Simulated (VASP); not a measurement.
# HgTe (I-4m2) in VASP: further runs, part 2 of 3

VASP 6.6.1. The steps go on from the part before.

## 4. Single point, r2SCAN+D3(BJ)

This run uses another cell than the first one, of 30.09 Å³/atom, 1.083 times its volume.

Input file POSCAR:

```
HgTe
1.0
   -3.0856813198      3.0856813198      1.5799309059
    3.0856813198     -3.0856813198      1.5799309059
    3.0856813198      3.0856813198     -1.5799309059
Hg Te
1 1
Direct
    0.2500000000      0.7500000000      0.5000000000
    0.0000000000      0.0000000000      0.0000000000
```

Input file INCAR.step1:

```
ALGO = Normal
EDIFF = 1E-4
ENCUT = 520
GGA = PE
ISMEAR = -1
LASPH = T
LCHARG = F
LREAL = F
LWAVE = T
NBANDS = 16
NELM = 80
PREC = Accurate
SIGMA = 0.05
```

Input file INCAR.step2:

```
ALGO = Normal
EDIFF = 1E-6
ENCUT = 520
ISIF = 2
ISMEAR = -1
ISTART = 1
IVDW = 12
LASPH = T
LCHARG = T
LELF = T
LMIXTAU = T
LREAL = F
LVHAR = T
LWAVE = F
METAGGA = R2SCAN
NBANDS = 16
NELM = 80
PREC = Accurate
SIGMA = 0.05
VDW_A1 = 0.49484001
VDW_A2 = 5.73083694
VDW_S6 = 1.0
VDW_S8 = 0.78981345
```

Input file KPOINTS:

```
k-points
0
Gamma
  8 8 8
```

Potentials or basis: VASP PAW PBE potentials, release 64 (Hg, Te).

On the command line:

```sh
$ cat potpaw_PBE.64/Hg/POTCAR potpaw_PBE.64/Te/POTCAR > POTCAR
$ cp INCAR.step1 INCAR
$ mpirun -np 1 vasp_std > vasp.out
$ cp INCAR.step2 INCAR
$ mpirun -np 1 vasp_std > vasp.out
```

OUTCAR:

```text
EDIFF = 1E-6
   ENCUT = 520
   ISIF = 2
   ISMEAR = -1
   ISTART = 1
   IVDW = 12
   LASPH = T
   LREAL = F
   METAGGA = R2SCAN
   NELM = 80
   PREC = Accurate
 IVDW          = 12

 ion  position               nearest neighbor table
   1  0.250  0.750  0.500-   2 3.19   2 3.19   2 3.19   2 3.19
   2  0.000  0.000  0.000-   1 3.19   1 3.19   1 3.19   1 3.19

  LATTYP: Found a body centered tetragonal cell.
 ALAT       =     6.1713626396
 C/A-ratio  =     0.5120201155

  Lattice vectors:

 A1 = (  -3.0856813198,   3.0856813198,   1.5799309059)
 A2 = (   3.0856813198,  -3.0856813198,   1.5799309059)
 A3 = (   3.0856813198,   3.0856813198,  -1.5799309059)

Analysis of symmetry for initial positions (statically):
=====================================================================
 Subroutine PRICEL returns:
 Original cell was already a primitive cell.

 Routine SETGRP: Setting up the symmetry group for a
 body centered tetragonal supercell.

 Subroutine GETGRP returns: Found  8 space group operations
[... 160 lines left out ...]
  free energy    TOTEN  =       -74.76815412 eV

  energy without entropy =      -74.76297676  energy(sigma->0) =      -74.76556544

 E-fermi :   3.9452     XC(G=0): -10.1461

 val. band max:        3.9409241940   @ k =   0.5000  -0.0000   0.0000
 cond. band min:       3.9466680425   @ k =  -0.2500   0.5000   0.1250
 fundamental gap:      0.0057438485
 Fermi energy:         3.9451904797

 k-point     1 :       0.0000    0.0000    0.0000
  band No.  band energies     occupation
      1      -8.8265      2.00000
      2      -3.6979      2.00000
      3      -3.0115      2.00000
      4      -2.9575      2.00000
      5      -2.5828      2.00000
      6      -2.5828      2.00000
[... 433 lines left out ...]
      3      -3.1265      2.00000
      4      -2.9147      2.00000
      5      -2.7842      2.00000
      6      -2.5257      2.00000
[... 8 lines left out ...]
     15      12.9661      0.00000
     16      13.7347      0.00000

 [... further k-points ...]

------------------------ aborting loop because EDIFF is reached ----------------------------------------

 Edisp (eV)   -0.38777

 E8    (eV) :    -0.1391

  FORCE on cell =-STRESS in cart. coord.  units (eV):
  Direction    XX          YY          ZZ          XY          YZ          ZX
  --------------------------------------------------------------------------------------
  -------------------------------------------------------------------------------------
  Total      -1.51357    -1.51357    -1.33515     0.00000     0.00000     0.00000
  in kB     -40.30084   -40.30084   -35.55001     0.00000     0.00000     0.00000
  external pressure =      -38.72 kB  Pullay stress =        0.00 kB

 VOLUME and BASIS-vectors are now :
 -----------------------------------------------------------------------------
  energy-cutoff  :      520.00
  volume of cell :       60.17
      direct lattice vectors                 reciprocal lattice vectors
    -3.085681320  3.085681320  1.579930906     0.000000000  0.162038768  0.316469536
     3.085681320 -3.085681320  1.579930906     0.162038768  0.000000000  0.316469536
     3.085681320  3.085681320 -1.579930906     0.162038768  0.162038768  0.000000000

 POSITION                                       TOTAL-FORCE (eV/Angst)
 -----------------------------------------------------------------------------------
      3.08568     -0.00000      0.78997        -0.000000      0.000000      0.000000
      0.00000      0.00000      0.00000         0.000000     -0.000000     -0.000000
 -----------------------------------------------------------------------------------
    total drift:                               -0.000000      0.000000     -0.000000

  FREE ENERGIE OF THE ION-ELECTRON SYSTEM (eV)
  ---------------------------------------------------
  free  energy   TOTEN  =       -75.1559204941 eV

  energy  without entropy=      -75.1507431258  energy(sigma->0) =      -75.15333181
```

OSZICAR.step1:

```text
N       E                     dE             d eps       ncg     rms          rms(c)
DAV:   1     0.981619720435E+02    0.98162E+02   -0.77668E+03  1888   0.962E+02
DAV:   2    -0.442037783289E+00   -0.98604E+02   -0.91031E+02  2224   0.226E+02
DAV:   3    -0.342660053470E+01   -0.29846E+01   -0.29751E+01  2296   0.394E+01
DAV:   4    -0.344039541431E+01   -0.13795E-01   -0.13794E-01  2424   0.288E+00
DAV:   5    -0.344056509964E+01   -0.16969E-03   -0.16968E-03  2384   0.323E-01    0.627E+00
DAV:   6    -0.331637181671E+01    0.12419E+00   -0.23568E-01  2168   0.591E+00    0.446E+00
DAV:   7    -0.331224341634E+01    0.41284E-02   -0.41436E-02  2296   0.145E+00    0.156E+00
DAV:   8    -0.331201792507E+01    0.22549E-03   -0.54134E-03  2112   0.812E-01    0.164E-01
DAV:   9    -0.331203737250E+01   -0.19447E-04   -0.35921E-04  2376   0.177E-01
   1 F= -.33120374E+01 E0= -.33093659E+01  d E =-.534295E-02
```

Wall time 2.9 min (1 thread of Intel Xeon Platinum 8259CL at 2.50GHz (Skylake/Cascade Lake), shared host); peak memory 0.25 GiB.

What came out:

```
Free energy                : -75.1559 eV
Pressure                   : -3.9 GPa
Band gap on the k mesh     : zero (band 9 reaches 5.31 eV, above the bottom of band 10 at 2.42 eV)
Dispersion energy per atom : -0.194 eV
```

Stress tensor (GPa, compression positive):
```
-4.03  0.00  0.00
 0.00 -4.03  0.00
 0.00  0.00 -3.56
```

Caveat: three body term missing; the PAW data sets were made with another functional, which shifts forces and pressure a little; spin-orbit coupling is left out, which moves the levels of the heavy elements; pairwise dispersion overbinds metals, which lowers pressure and volume.

## 5. Single point, r2SCAN+D3(BJ)

This run uses another cell than the first one, of 31.24 Å³/atom, 1.125 times its volume.

Input file POSCAR:

```
HgTe
1.0
   -3.1247447239      3.1247447239      1.5999321546
    3.1247447239     -3.1247447239      1.5999321546
    3.1247447239      3.1247447239     -1.5999321546
Hg Te
1 1
Direct
    0.2500000000      0.7500000000      0.5000000000
    0.0000000000      0.0000000000      0.0000000000
```

Input file INCAR.step1:

```
SYSTEM = HgTe
PREC = Accurate ; ENCUT = 520
ISMEAR = -1 ; SIGMA = 0.05
LREAL = .FALSE. ; LASPH = .TRUE.
NELM = 100 ; NBANDS = 16
GGA = PE ; ALGO = Normal
EDIFF = 1E-4 ; LWAVE = .TRUE.
LCHARG = .FALSE.
```

Input file INCAR.step2:

```
SYSTEM = HgTe
PREC = Accurate ; ENCUT = 520
EDIFF = 1E-7 ; ISMEAR = -1
SIGMA = 0.05 ; LREAL = .FALSE.
LASPH = .TRUE. ; NELM = 100
ALGO = Normal ; ISIF = 2
LWAVE = .FALSE. ; LCHARG = .TRUE.
METAGGA = R2SCAN ; LMIXTAU = .TRUE.
IVDW = 12 ; VDW_S6 = 1.0
VDW_S8 = 0.78981345 ; VDW_A1 = 0.49484001
VDW_A2 = 5.73083694 ; LELF = .TRUE.
LVHAR = .TRUE. ; NBANDS = 16
ISTART = 1
```

Input file KPOINTS:

```
Automatic mesh
0
G
  8 8 8
  0 0 0
```

Potentials or basis: VASP PAW PBE potentials, release 64 (Hg, Te).

On the command line:

```sh
$ cat potpaw_PBE.64/Hg/POTCAR potpaw_PBE.64/Te/POTCAR > POTCAR
$ cp INCAR.step1 INCAR
$ mpirun -np 1 vasp_std > vasp.out
$ cp INCAR.step2 INCAR
$ mpirun -np 1 vasp_std > vasp.out
```

OUTCAR:

```text
SYSTEM = HgTe
   PREC = Accurate
   ENCUT = 520
   EDIFF = 1E-7
   ISMEAR = -1
   LREAL = .FALSE.
   LASPH = .TRUE.
   NELM = 100
   ISIF = 2
   METAGGA = R2SCAN
   IVDW = 12
   ISTART = 1
 IVDW          = 12

 ion  position               nearest neighbor table
   1  0.250  0.750  0.500-   2 3.23   2 3.23   2 3.23   2 3.23
   2  0.000  0.000  0.000-   1 3.23   1 3.23   1 3.23   1 3.23

  LATTYP: Found a body centered tetragonal cell.
 ALAT       =     6.2494894478
 C/A-ratio  =     0.5120201156

  Lattice vectors:

 A1 = (  -3.1247447239,   3.1247447239,   1.5999321546)
 A2 = (   3.1247447239,  -3.1247447239,   1.5999321546)
 A3 = (   3.1247447239,   3.1247447239,  -1.5999321546)

Analysis of symmetry for initial positions (statically):
=====================================================================
 Subroutine PRICEL returns:
 Original cell was already a primitive cell.

 Routine SETGRP: Setting up the symmetry group for a
 body centered tetragonal supercell.

 Subroutine GETGRP returns: Found  8 space group operations
 (whereof  8 operations were pure point group operations)
 out of a pool of 16 trial point group operations.

The static configuration has the point symmetry D_2d.

Analysis of symmetry for dynamics (positions and initial velocities):
=====================================================================
 Subroutine PRICEL returns:
 Original cell was already a primitive cell.

 Routine SETGRP: Setting up the symmetry group for a
 body centered tetragonal supercell.

 Subroutine GETGRP returns: Found  8 space group operations
 (whereof  8 operations were pure point group operations)
 out of a pool of 16 trial point group operations.

The dynamic configuration has the point symmetry D_2d.

 Subroutine INISYM returns: Found  8 space group operations
 (whereof  8 operations are pure point group operations),
 and found     1 'primitive' translations

----------------------------------------------------------------------------------------

                                     Primitive cell

  volume of cell :      62.4871

  direct lattice vectors                    reciprocal lattice vectors
    -3.124744724  3.124744724  1.599932155     0.000000000  0.160013071  0.312513252
     3.124744724 -3.124744724  1.599932155     0.160013071  0.000000000  0.312513252
     3.124744724  3.124744724 -1.599932155     0.160013071  0.160013071  0.000000000

  length of vectors
     4.699770428  4.699770428  4.699770428     0.351096447  0.351096447  0.226292655

  position of ions in fractional coordinates (direct lattice)
     0.250000000  0.750000000  0.500000000
     0.000000000  0.000000000  0.000000000

  ion indices of the primitive-cell ions
   primitive index   ion index
                 1           1
                 2           2

----------------------------------------------------------------------------------------

 KPOINTS: Automatic mesh

Automatic generation of k-mesh.
 Grid dimensions read from file:
 generate k-points for:    8    8    8

 Generating k-lattice:

  Cartesian coordinates                     Fractional coordinates (reciprocal lattice)
     0.000000000  0.020001634  0.039064156     0.125000000  0.000000000  0.000000000
     0.020001634  0.000000000  0.039064156     0.000000000  0.125000000  0.000000000
     0.020001634  0.020001634  0.000000000     0.000000000  0.000000000  0.125000000

  Length of vectors
     0.043887056  0.043887056  0.028286582

  Shift w.r.t. Gamma in fractional coordinates (k-lattice)
     0.000000000  0.000000000  0.000000000

 Subroutine IBZKPT returns following result:
 ===========================================

 Found     59 irreducible k-points:

 Following reciprocal coordinates:
            Coordinates               Weight
  0.000000  0.000000  0.000000      1.000000
  0.125000 -0.000000  0.000000      8.000000
  0.250000 -0.000000  0.000000      8.000000
  0.375000  0.000000  0.000000      8.000000
  0.500000 -0.000000  0.000000      4.000000
  0.125000  0.125000  0.000000      8.000000
[... 16 lines left out ...]
  0.250000  0.125000  0.125000     16.000000
  0.375000  0.125000  0.125000      8.000000
 [... further k-points ...]
   k-points           NKPTS =     59   k-points in BZ     NKDIM =     59   number of bands    NBANDS=     16
   number of dos      NEDOS =    301   number of ions     NIONS =      2
   total plane-waves  NPLWV =  46656
   dimension x,y,z NGX =    36 NGY =   36 NGZ =   36
   dimension x,y,z NGXF=    72 NGYF=   72 NGZF=   72
   ions per type =               1   1
   NGX,Y,Z   is equivalent  to a cutoff of  12.73, 12.73, 12.73 a.u.
   NGXF,Y,Z  is equivalent  to a cutoff of  25.47, 25.47, 25.47 a.u.
 SYSTEM =  HgTe
   PREC   = accura    normal or accurate (medium, high low for compatibility)
   ISTART =      1    job   : 0-new  1-cont  2-samecut
   ICHARG =      0    charge: 1-file 2-atom 10-const
   ISPIN  =      1    spin polarized calculation?
   LNONCOLLINEAR =      F non collinear calculations
   LSORBIT =      F    spin-orbit coupling
   LASPH  =      T    aspherical Exc in radial PAW
   ENCUT  =  520.0 eV  38.22 Ry    6.18 a.u.   8.74  8.74  8.74*2*pi/ulx,y,z
   NELM   =    100;   NELMIN=  2; NELMDL=  0     # of ELM steps
   EDIFF  = 0.1E-06   stopping-criterion for ELM
   LREAL  =      F    real-space projection
   EDIFFG = 0.1E-05   stopping-criterion for IOM
   NSW    =      0    number of steps for IOM
   IBRION =     -1    ionic relax: 0-MD 1-quasi-New 2-CG
   NFREE  =      0    steps in history (QN), initial steepest desc. (CG)
   ISIF   =      2    stress and relaxation
   ISYM   =      2    0-nonsym 1-usesym 2-fastsym
   POTIM  = 0.5000    time-step for ionic-motion
   TEBEG  =    0.0;   TEEND  =   0.0 temperature during run
   PSTRESS=    0.0 pullay stress
   NELECT =      18.0000    total number of electrons
   NUPDOWN=      -1.0000    fix difference up-down
   EMIN   =  10.00;   EMAX   =-10.00  energy-range for DOS
   EFERMI =   0.00;   METHOD = LEGACY
   ISMEAR =    -1;   SIGMA  =   0.05  broadening in eV -4-tet -1-fermi 0-gaus
   EFERMI_NEDOS =   21; number of points for ismear=-14 and -15
   IALGO  =     38    algorithm
   IMIX   =      4    mixing-type and parameters
     AMIX     =   0.40;   BMIX     =  1.00
     AMIX_MAG =   1.60;   BMIX_MAG =  1.00
  volume/ion in A,a.u.               =      31.24       210.84
  Fermi-wavevector in a.u.,A,eV,Ry     =   1.081190  2.043153 15.904834  1.168972
  Thomas-Fermi vector in A             =   2.217200
   LORBIT       =      0    0 simple, 1 ext, 2 COOP (PROOUT), +10 PAW based schemes
   METAGGA = R2SCAN    functional components
   LHFCALC =     F    Hartree Fock is set to
   AEXX    =    0.0000 exact exchange contribution
   IVDW    =    12    specifies the selected vdW correction
   LEPSILON=     F    determine dielectric tensor
   LRPA    =     F    only Hartree local field effects (RPA)
 non-spin polarized calculation
  energy-cutoff  :      520.00
  volume of cell :       62.49
 maximum number of plane-waves:      1701
   NGX = 17   NGY = 17   NGZ = 17

 number of electron      17.9999997 magnetization

 Free energy of the ion-electron system (eV)
  ---------------------------------------------------
  ext. energy  EPLUGINS =         0.00000000
  ---------------------------------------------------
  free energy    TOTEN  =       -74.71951966 eV

  energy without entropy =      -74.71402893  energy(sigma->0) =      -74.71677430

 E-fermi :   3.5492     XC(G=0):  -9.9549

 val. band max:        3.4798979108   @ k =   0.2500  -0.0000   0.0000
 cond. band min:       3.5522961800   @ k =  -0.2500   0.5000   0.1250
 fundamental gap:      0.0723982691
 Fermi energy:         3.5491935756

 k-point     1 :       0.0000    0.0000    0.0000
  band No.  band energies     occupation
      1      -8.9785      2.00000
      2      -3.9196      2.00000
      3      -3.2743      2.00000
      4      -3.2281      2.00000
      5      -2.8912      2.00000
      6      -2.8912      2.00000
[... 8 lines left out ...]
     15      13.7134      0.00000
     16      14.7852      0.00000
[... 419 lines left out ...]
 k-point    24 :       0.3750    0.1250    0.1250
  band No.  band energies     occupation
      1      -6.6833      2.00000
      2      -3.5572      2.00000
      3      -3.3901      2.00000
      4      -3.1937      2.00000
      5      -3.0707      2.00000
      6      -2.8214      2.00000
[... 8 lines left out ...]
     15      12.4674      0.00000
     16      13.2194      0.00000

 [... further k-points ...]

------------------------ aborting loop because EDIFF is reached ----------------------------------------

 Edisp (eV)   -0.37320

 E8    (eV) :    -0.1339

  FORCE on cell =-STRESS in cart. coord.  units (eV):
  Direction    XX          YY          ZZ          XY          YZ          ZX
  --------------------------------------------------------------------------------------
  -------------------------------------------------------------------------------------
  Total      -1.92479    -1.92479    -1.90198     0.00000     0.00000     0.00000
  in kB     -49.35193   -49.35193   -48.76689     0.00000     0.00000     0.00000
  external pressure =      -49.16 kB  Pullay stress =        0.00 kB

 VOLUME and BASIS-vectors are now :
 -----------------------------------------------------------------------------
  energy-cutoff  :      520.00
  volume of cell :       62.49
      direct lattice vectors                 reciprocal lattice vectors
    -3.124744724  3.124744724  1.599932155     0.000000000  0.160013071  0.312513252
     3.124744724 -3.124744724  1.599932155     0.160013071  0.000000000  0.312513252
     3.124744724  3.124744724 -1.599932155     0.160013071  0.160013071  0.000000000

 POSITION                                       TOTAL-FORCE (eV/Angst)
 -----------------------------------------------------------------------------------
      3.12474      0.00000      0.79997         0.000000     -0.000000      0.000000
      0.00000      0.00000      0.00000        -0.000000      0.000000     -0.000000
 -----------------------------------------------------------------------------------
    total drift:                               -0.000000      0.000000      0.000000

  FREE ENERGIE OF THE ION-ELECTRON SYSTEM (eV)
  ---------------------------------------------------
  free  energy   TOTEN  =       -75.0927194139 eV

  energy  without entropy=      -75.0872286775  energy(sigma->0) =      -75.08997405
```

It took 4 min on 1 thread of Intel Xeon Platinum 8259CL at 2.50GHz (Skylake/Cascade Lake), shared host; peak memory 0.26 GiB.

What came out:

```yaml
Free_energy: -75.0927 eV
Pressure: -4.9 GPa
Band_gap_on_the_k_mesh: zero (band 9 reaches 4.81 eV, above the bottom of band 10 at 2.09 eV)
Dispersion_energy_per_atom: -0.187 eV
```

Caveat: three body term missing; the PAW data sets were made with another functional, which shifts forces and pressure a little; spin-orbit coupling is left out, which moves the levels of the heavy elements; pairwise dispersion overbinds metals, which lowers pressure and volume.

[end of part 2 of 3]
